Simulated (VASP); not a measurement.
Here is a VASP 6.6.1 calculation.

The input INCAR:

```
PREC     = Accurate       # precision mode
ENCUT    = 520            # plane-wave cutoff, eV
EDIFF    = 1E-6           # SCF threshold, eV
ISMEAR   = 0              # smearing method
SIGMA    = 0.2            # smearing width, eV
LREAL    = F              # projectors in reciprocal space
LASPH    = T              # aspherical terms in the spheres
NELM     = 80             # most SCF steps
ALGO     = Normal         # electronic algorithm
ISIF     = 2              # what is computed and relaxed
LWAVE    = F              # write WAVECAR
LCHARG   = F              # write CHGCAR
GGA      = PE             # functional
NBANDS   = 22             # bands
```

KPOINTS

```
regular mesh
0
Gamma
  5 5 5
```

Contents of POSCAR:

```
Be4Se3
1.0
    1.7821866427      1.0289459379     10.8873646204
   -1.7821866427      1.0289459379     10.8873646204
    0.0000000000     -2.0578918759     10.8873646204
Be Se
4 3
Direct
    0.7037919524      0.7037919524      0.7037919524
    0.1303275727      0.1303275727      0.1303275727
    0.2962080476      0.2962080476      0.2962080476
    0.8696724273      0.8696724273      0.8696724273
    0.7708152249      0.7708152249      0.7708152249
    0.2291847751      0.2291847751      0.2291847751
    0.0000000000      0.0000000000      0.0000000000
```

Potentials or basis: VASP PAW PBE potentials, release 64 (Be, Se).

The run is started by

```bash
$ cat potpaw_PBE.64/Be/POTCAR potpaw_PBE.64/Se/POTCAR > POTCAR
$ mpirun -np 1 vasp_std > vasp.out
```

**Question.** What does it give for the band gap on the k mesh?

**Answer.** Zero (band 13 reaches 5.04 eV, above the bottom of band 14 at 5.01 eV).

**Question.** What does it give for the largest force?

**Answer.** 0.016 eV/Å.

**Question.** Estimate the pressure.

**Answer.** 0.2 GPa.

Forces in eV/Å, atoms in the order of the input:
```
Be   0.000  0.000  0.001
Be   0.000  0.000  0.013
Be   0.000  0.000 -0.001
Be   0.000  0.000 -0.013
Se   0.000  0.000  0.016
Se   0.000  0.000 -0.016
Se   0.000  0.000  0.000
```

Caveat: the k points lie up to 0.41 Å⁻¹ apart.
